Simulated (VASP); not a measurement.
# TaN (Pm) in VASP: single point with r2SCAN

Aim: the single point of TaN with r2SCAN.

Program: VASP 6.6.1. These are calculated values, not measurements. Logs are shortened: lines on timing, memory, paths and dates and some standing lists are left out, and cuts for length are marked.

## (1) The cell of the first run

It takes space group Pm (No. 6, monoclinic). Conventional cell: a = 2.938 Å, b = 2.883 Å, c = 2.938 Å, α = 90.00°, β = 120.00°, γ = 90.00°. Within 2.7 Å of Ta (site symmetry m) lie 6 N at 2.02 to 2.40 Å. N (site symmetry m) has 6 Ta at 2.02 to 2.40 Å within 2.7 Å.

## (2) Single point, r2SCAN (atom 2 (N) moved by (-0.300, +0.000) A along [1 1 0] and z)

File POSCAR:

```
TaN
1.0
    2.9379988584      0.0000000000      0.0000000000
   -1.4689994292      2.5443816477      0.0000000000
    0.0000000000      0.0000000000      2.8830000000
Ta N
1 1
Direct
    0.3333333333      0.6666666667      0.5000000000
   -0.1138892619     -0.0833727262      0.0000000000
```

File INCAR.step1:

```
SYSTEM = TaN
PREC = Accurate ; ENCUT = 520
ISMEAR = 0 ; SIGMA = 0.15
LREAL = .False. ; LASPH = .True.
NELM = 60 ; NBANDS = 15
GGA = PE ; ALGO = Normal
EDIFF = 1E-4 ; LWAVE = .True.
LCHARG = .False.
```

File INCAR.step2:

```
SYSTEM = TaN
PREC = Accurate ; ENCUT = 520
EDIFF = 1E-6 ; ISMEAR = 0
SIGMA = 0.15 ; LREAL = .False.
LASPH = .True. ; NELM = 60
ALGO = Normal ; ISIF = 2
LWAVE = .False. ; LCHARG = .False.
METAGGA = R2SCAN ; LMIXTAU = .True.
NBANDS = 15 ; ISTART = 1
```

File KPOINTS:

```
Automatic mesh
0
Gamma
  18 18 16
  0 0 0
```

Potentials or basis: VASP PAW PBE potentials, release 64 (Ta_pv, N).

The run is started by

```sh
$ cat potpaw_PBE.64/Ta_pv/POTCAR potpaw_PBE.64/N/POTCAR > POTCAR
$ cp INCAR.step1 INCAR
$ mpirun -np 1 vasp_std > vasp.out
$ cp INCAR.step2 INCAR
$ mpirun -np 1 vasp_std > vasp.out
```

OUTCAR:

```text
SYSTEM = TaN
   PREC = Accurate
   ENCUT = 520
   EDIFF = 1E-6
   ISMEAR = 0
   LREAL = .False.
   LASPH = .True.
   NELM = 60
   ISIF = 2
   METAGGA = R2SCAN
   ISTART = 1

 ion  position               nearest neighbor table
   1  0.333  0.667  0.500-   2 2.02   2 2.02   2 2.30   2 2.30   2 2.40   2 2.40
   2  0.886  0.917  0.000-   1 2.02   1 2.02   1 2.30   1 2.30   1 2.40   1 2.40

  LATTYP: Found a hexagonal cell.
 ALAT       =     2.9379988584
 C/A-ratio  =     0.9812801635

  Lattice vectors:

 A1 = (   2.9379988584,   0.0000000000,   0.0000000000)
 A2 = (  -1.4689994292,   2.5443816477,   0.0000000000)
 A3 = (   0.0000000000,   0.0000000000,   2.8830000000)

Analysis of symmetry for initial positions (statically):
=====================================================================
 Subroutine PRICEL returns:
 Original cell was already a primitive cell.

 Routine SETGRP: Setting up the symmetry group for a
 hexagonal supercell.

 Subroutine GETGRP returns: Found  2 space group operations
 (whereof  2 operations were pure point group operations)
 out of a pool of 24 trial point group operations.

The static configuration has the point symmetry C_1h.

Analysis of symmetry for dynamics (positions and initial velocities):
=====================================================================
 Subroutine PRICEL returns:
 Original cell was already a primitive cell.

 Routine SETGRP: Setting up the symmetry group for a
 hexagonal supercell.

 Subroutine GETGRP returns: Found  2 space group operations
 (whereof  2 operations were pure point group operations)
 out of a pool of 24 trial point group operations.

The dynamic configuration has the point symmetry C_1h.

 Subroutine INISYM returns: Found  2 space group operations
 (whereof  2 operations are pure point group operations),
 and found     1 'primitive' translations

----------------------------------------------------------------------------------------

                                     Primitive cell

  volume of cell :      21.5516

  direct lattice vectors                    reciprocal lattice vectors
     2.937998858  0.000000000  0.000000000     0.340367729  0.196511400  0.000000000
    -1.468999429  2.544381648  0.000000000     0.000000000  0.393022800  0.000000000
     0.000000000  0.000000000  2.883000000     0.000000000  0.000000000  0.346860909

  length of vectors
     2.937998858  2.937998858  2.883000000     0.393022800  0.393022800  0.346860909

  position of ions in fractional coordinates (direct lattice)
     0.333333333  0.666666667  0.500000000
     0.886110738  0.916627274  0.000000000

  ion indices of the primitive-cell ions
   primitive index   ion index
                 1           1
                 2           2

----------------------------------------------------------------------------------------

 KPOINTS: Automatic mesh

Automatic generation of k-mesh.
 Grid dimensions read from file:
 generate k-points for:   18   18   16

 Generating k-lattice:

  Cartesian coordinates                     Fractional coordinates (reciprocal lattice)
     0.018909318  0.010917300  0.000000000     0.055555556 -0.000000000  0.000000000
     0.000000000  0.021834600  0.000000000     0.000000000  0.055555556  0.000000000
     0.000000000  0.000000000  0.021678807     0.000000000  0.000000000  0.062500000

  Length of vectors
     0.021834600  0.021834600  0.021678807

  Shift w.r.t. Gamma in fractional coordinates (k-lattice)
     0.000000000  0.000000000  0.000000000

 Subroutine IBZKPT returns following result:
 ===========================================

 Found   1476 irreducible k-points:

 Following reciprocal coordinates:
            Coordinates               Weight
  0.000000  0.000000  0.000000      1.000000
  0.055556  0.000000  0.000000      2.000000
  0.000000  0.055556  0.000000      2.000000
 -0.055556  0.055556  0.000000      2.000000
  0.111111  0.000000  0.000000      2.000000
  0.000000  0.111111  0.000000      2.000000
[... 16 lines left out ...]
  0.444444 -0.000000  0.000000      2.000000
  0.000000  0.444444  0.000000      2.000000
 [... further k-points ...]
   k-points           NKPTS =   1476   k-points in BZ     NKDIM =   1476   number of bands    NBANDS=     15
   number of dos      NEDOS =    301   number of ions     NIONS =      2
   total plane-waves  NPLWV =  13824
   dimension x,y,z NGX =    24 NGY =   24 NGZ =   24
   dimension x,y,z NGXF=    48 NGYF=   48 NGZF=   48
   ions per type =               1   1
   NGX,Y,Z   is equivalent  to a cutoff of  13.58, 13.58, 13.84 a.u.
   NGXF,Y,Z  is equivalent  to a cutoff of  27.16, 27.16, 27.68 a.u.
 SYSTEM =  TaN
   PREC   = accura    normal or accurate (medium, high low for compatibility)
   ISTART =      1    job   : 0-new  1-cont  2-samecut
   ICHARG =      0    charge: 1-file 2-atom 10-const
   ISPIN  =      1    spin polarized calculation?
   LNONCOLLINEAR =      F non collinear calculations
   LSORBIT =      F    spin-orbit coupling
   LASPH  =      T    aspherical Exc in radial PAW
   ENCUT  =  520.0 eV  38.22 Ry    6.18 a.u.   5.46  5.46  5.36*2*pi/ulx,y,z
   NELM   =     60;   NELMIN=  2; NELMDL=  0     # of ELM steps
   EDIFF  = 0.1E-05   stopping-criterion for ELM
   LREAL  =      F    real-space projection
[... 7 lines left out ...]
   TEBEG  =    0.0;   TEEND  =   0.0 temperature during run
   PSTRESS=    0.0 pullay stress
   NELECT =      16.0000    total number of electrons
   NUPDOWN=      -1.0000    fix difference up-down
   EMIN   =  10.00;   EMAX   =-10.00  energy-range for DOS
   EFERMI =   0.00;   METHOD = LEGACY
   ISMEAR =     0;   SIGMA  =   0.15  broadening in eV -4-tet -1-fermi 0-gaus
   EFERMI_NEDOS =   21; number of points for ismear=-14 and -15
   IALGO  =     38    algorithm
   IMIX   =      4    mixing-type and parameters
     AMIX     =   0.40;   BMIX     =  1.00
     AMIX_MAG =   1.60;   BMIX_MAG =  1.00
  volume/ion in A,a.u.               =      10.78        72.72
  Fermi-wavevector in a.u.,A,eV,Ry     =   1.482366  2.801265 29.897546  2.197408
  Thomas-Fermi vector in A             =   2.596161
   LORBIT       =      0    0 simple, 1 ext, 2 COOP (PROOUT), +10 PAW based schemes
   METAGGA = R2SCAN    functional components
   LHFCALC =     F    Hartree Fock is set to
   AEXX    =    0.0000 exact exchange contribution
   IVDW    =     0    specifies the selected vdW correction
   LEPSILON=     F    determine dielectric tensor
   LRPA    =     F    only Hartree local field effects (RPA)
 non-spin polarized calculation
 Gauss-broadening in eV      SIGMA  =   0.15
  energy-cutoff  :      520.00
  volume of cell :       21.55
 maximum number of plane-waves:       605
 NGX is ok and might be reduce to    24
   NGX = 11   NGY = 11   NGZ = 11

 number of electron      16.0000000 magnetization

 Free energy of the ion-electron system (eV)
  ---------------------------------------------------
  ext. energy  EPLUGINS =         0.00000000
  ---------------------------------------------------
  free energy    TOTEN  =       -59.75675398 eV

  energy without entropy =      -59.75547917  energy(sigma->0) =      -59.75611657

 E-fermi :   8.3310     XC(G=0): -14.3103

 val. band max:        8.3271427536   @ k =   0.2778   0.3333   0.0000
 cond. band min:       8.3334327616   @ k =  -0.0556   0.1111   0.4375
 fundamental gap:      0.0062900081
 Fermi energy:         8.3309958016

 k-point     1 :       0.0000    0.0000    0.0000
  band No.  band energies     occupation
      1     -27.9253      2.00000
      2     -27.6377      2.00000
      3     -27.6330      2.00000
      4     -10.6004      2.00000
      5       2.5723      2.00000
      6       3.2350      2.00000
      7       4.7219      2.00000
      8       5.1861      2.00000
      9       8.9676      0.00000
     10      12.0347      0.00000
     11      12.4627      0.00000
     12      12.7588      0.00000
     13      13.4091      0.00000
     14      19.0102      0.00000
     15      22.0711      0.00000

 k-point     2 :       0.0556    0.0000    0.0000
  band No.  band energies     occupation
      1     -27.9205      2.00000
      2     -27.6733      2.00000
      3     -27.6415      2.00000
      4     -10.5270      2.00000
      5       2.5105      2.00000
      6       3.2928      2.00000
      7       4.5899      2.00000
      8       5.0540      2.00000
      9       9.1434      0.00000
     10      12.0234      0.00000
     11      12.5681      0.00000
     12      12.7949      0.00000
     13      13.4063      0.00000
     14      19.0103      0.00000
     15      22.2329      0.00000

 k-point     3 :       0.0000    0.0556    0.0000
  band No.  band energies     occupation
      1     -27.9212      2.00000
      2     -27.6674      2.00000
      3     -27.6446      2.00000
      4     -10.5434      2.00000
      5       2.5876      2.00000
      6       3.1333      2.00000
      7       4.6633      2.00000
      8       5.1894      2.00000
      9       9.1384      0.00000
     10      12.0929      0.00000
     11      12.3036      0.00000
     12      12.9067      0.00000
     13      13.3612      0.00000
     14      19.0102      0.00000
     15      21.9089      0.00000
[... 343 lines left out ...]
 k-point    23 :       0.4444   -0.0000    0.0000
  band No.  band energies     occupation
      1     -28.7146      2.00000
      2     -27.8707      2.00000
      3     -27.7685      2.00000
      4      -7.9292      2.00000
      5      -1.0164      2.00000
      6       1.8510      2.00000
      7       4.0454      2.00000
      8       5.3797      2.00000
      9      11.6339      0.00000
     10      12.2789      0.00000
     11      13.3956      0.00000
     12      16.0424      0.00000
     13      16.2200      0.00000
     14      19.0028      0.00000
     15      20.6455      0.00000

 k-point    24 :       0.0000    0.4444    0.0000
  band No.  band energies     occupation
      1     -28.6421      2.00000
      2     -27.8689      2.00000
      3     -27.7909      2.00000
      4      -8.7433      2.00000
      5       0.1748      2.00000
      6       2.9148      2.00000
      7       3.1566      2.00000
      8       6.6765      2.00000
      9      10.7544      0.00000
     10      12.4965      0.00000
     11      13.3354      0.00000
     12      13.5961      0.00000
     13      15.9332      0.00000
     14      18.9985      0.00000
     15      20.0821      0.00000

 [... further k-points ...]

------------------------ aborting loop because EDIFF is reached ----------------------------------------

  FORCE on cell =-STRESS in cart. coord.  units (eV):
  Direction    XX          YY          ZZ          XY          YZ          ZX
  --------------------------------------------------------------------------------------
  -------------------------------------------------------------------------------------
  Total        1.9277844      1.0132787      3.3146545      0.7999627      0.0000000      0.0000000
  in kB      143.3146276     75.3287847    246.4168058     59.4705299      0.0000000      0.0000000
  external PRESSURE =     155.0200727 kB  Pullay stress =       0.0000000 kB

 VOLUME and BASIS-vectors are now :
 -----------------------------------------------------------------------------
  energy-cutoff  :      520.00
  volume of cell :       21.55
      direct lattice vectors                 reciprocal lattice vectors
     2.937998858  0.000000000  0.000000000     0.340367729  0.196511400  0.000000000
    -1.468999429  2.544381648  0.000000000     0.000000000  0.393022800  0.000000000
     0.000000000  0.000000000  2.883000000     0.000000000  0.000000000  0.346860909

 POSITION                                       TOTAL-FORCE (eV/Angst)
 -----------------------------------------------------------------------------------
     -0.00000      1.69625      1.44150        -3.414200     -2.737322      0.000000
      1.25687      2.33225      0.00000         3.414200      2.737322      0.000000
 -----------------------------------------------------------------------------------
    total drift:                                0.000223      0.000108      0.000000

  FREE ENERGIE OF THE ION-ELECTRON SYSTEM (eV)
  ---------------------------------------------------
  free  energy   TOTEN  =       -59.7567539771 eV

  energy  without entropy=      -59.7554791706  energy(sigma->0) =      -59.75611657
```

It took 7.4 min on 1 thread of Intel Xeon 6975P-C (Granite Rapids), shared host; peak memory 0.56 GiB.

What came out:

| Quantity | Value |
| --- | --- |
| Free energy | -59.7568 eV |
| Pressure | 15.5 GPa |
| Largest force | 4.376 eV/Å |
| Band gap on the k mesh | zero (bands 8 and 9 overlap by 0.58 eV) |

Forces on the atoms (eV/Å):
```
Ta  -3.414 -2.737  0.000
N    3.414  2.737  0.000
```

Levels at points of the mesh, in eV from the Fermi level:
| k point | band 5 | band 6 | band 7 | band 8 | band 9 | band 10 | band 11 | band 12 |
| --- | --- | --- | --- | --- | --- | --- | --- | --- |
| (0.00, 0.00, 0.00) | -5.76 | -5.10 | -3.61 | -3.14 | 0.64 | 3.70 | 4.13 | 4.43 |
| (0.50, 0.00, 0.00) | -9.47 | -6.55 | -4.34 | -2.92 | 3.27 | 4.32 | 5.16 | 7.80 |
| (0.00, 0.50, 0.00) | -8.21 | -5.46 | -5.22 | -1.63 | 2.39 | 4.33 | 4.99 | 5.48 |
| (0.50, 0.50, 0.00) | -8.62 | -5.88 | -5.79 | -0.93 | 2.60 | 4.22 | 5.49 | 6.30 |
| (0.00, 0.00, 0.50) | -9.74 | -5.41 | -2.55 | -0.88 | -0.18 | 1.39 | 2.89 | 5.59 |
| (0.50, 0.00, 0.50) | -6.97 | -5.80 | -5.53 | -1.58 | 4.40 | 5.47 | 6.03 | 6.75 |
| (0.00, 0.50, 0.50) | -8.11 | -7.33 | -6.28 | 0.15 | 3.87 | 5.23 | 5.88 | 7.65 |
| (0.50, 0.50, 0.50) | -7.59 | -6.85 | -5.61 | -0.68 | 3.06 | 5.21 | 5.95 | 7.40 |

Caveat: the cell differs from its parent crystal (atom 2 (N) moved by (-0.300, +0.000) A along [1 1 0] and z); the stress differs along the axes, from 8 to 25 GPa; the PAW data sets were made with another functional, which shifts forces and pressure a little; spin-orbit coupling is left out, which moves the levels of the heavy elements.
